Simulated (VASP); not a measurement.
The system is PmO.

```
Pm O
1.0
     2.84016    0.00000    0.00000
     0.00000    2.84016    0.00000
     0.00000    0.00000    2.84016
Pm O
1 1
Direct
  0.00000 0.00000 0.00000
  0.50000 0.50000 0.50000
```

Base run:

| Item | Value |
| --- | --- |
| Program | VASP 6.6.1 |
| Functional | PBE |
| Potentials or basis | VASP PAW PBE potentials, release 64 (Pm, O) |
| Cutoff | 600 eV |
| k mesh | 7 × 7 × 7 |
| Occupations | gaussian, width 0.05 eV |
| Spin | collinear spin, zero start |
| Starting moments | [0.01, 0.0] μB |
| Hubbard terms | Pm f U = 8.0 eV |

Its results: pressure 56.1 GPa; net moment 4.85 μB per cell; site moments Pm +4.70; O -0.05 μB.

Question: The run is repeated on the same cell with these changes: spin from collinear spin, zero start to collinear spin; moments at the start from [0.01, 0.0] to [5.14, -0.04]. What comes out?

Answer: Pressure 53.8 GPa; net moment 4.85 μB per cell; site moments Pm +4.69; O -0.07 μB.

Caveats: the magnetic or orbital state may not be the lowest; the cell stands under pressure.
